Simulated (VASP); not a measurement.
Write the native input for VASP 6.6.1 that does the following.

* Task: single point
* Functional: LDA
* Potentials or basis: VASP PAW LDA potentials, release 64 (Ta_pv, Co)
* Cutoff: 520 eV
* k mesh: 9 × 9 × 9
* Occupations: fermi-dirac, width 0.08 eV
* Spin: no spin polarisation
* Dipole correction: no
* Further INCAR settings: ALGO = Normal; EDIFF = 1e-07; NBANDS = 27

The structure of TaCo3 lies in POSCAR:

```
TaCo3
1.0
    3.7419790583      0.0000000000      0.0000000000
    0.0000000000      3.7419790583      0.0000000000
    0.0000000000      0.0000000000      3.7419790583
Ta Co
1 3
Direct
    0.0000000000      0.0000000000      0.0000000000
    0.0000000000      0.5000000000      0.5000000000
    0.5000000000      0.0000000000      0.5000000000
    0.5000000000      0.5000000000      0.0000000000
```

This cell differs from its parent crystal: volume scaled by 1.06.

These files were run (other wordings do the same):

INCAR

```
PREC = Accurate
ENCUT = 520
EDIFF = 1E-7
ISMEAR = -1
SIGMA = 0.08
LREAL = False
LASPH = True
NELM = 60
ALGO = Normal
ISIF = 2
LWAVE = False
LCHARG = False
GGA = CA
NBANDS = 27
```

KPOINTS

```
regular mesh
0
Gamma
  9 9 9
```

Potentials or basis: VASP PAW LDA potentials, release 64 (Ta_pv, Co).

Run with:

```bash
$ cat potpaw_LDA.64/Ta_pv/POTCAR potpaw_LDA.64/Co/POTCAR > POTCAR
$ mpirun -np 1 vasp_std > vasp.out
```

Results of the run:

- Pressure: -31.4 GPa
- Band gap on the k mesh: zero (band 19 reaches 8.22 eV, above the bottom of band 20 at 7.41 eV)

Caveat: spin-orbit coupling is left out, which moves the levels of the heavy elements.

It took 2.2 min on 1 thread of AMD EPYC 7R13, with other jobs on the host, peak memory 0.14 GiB.
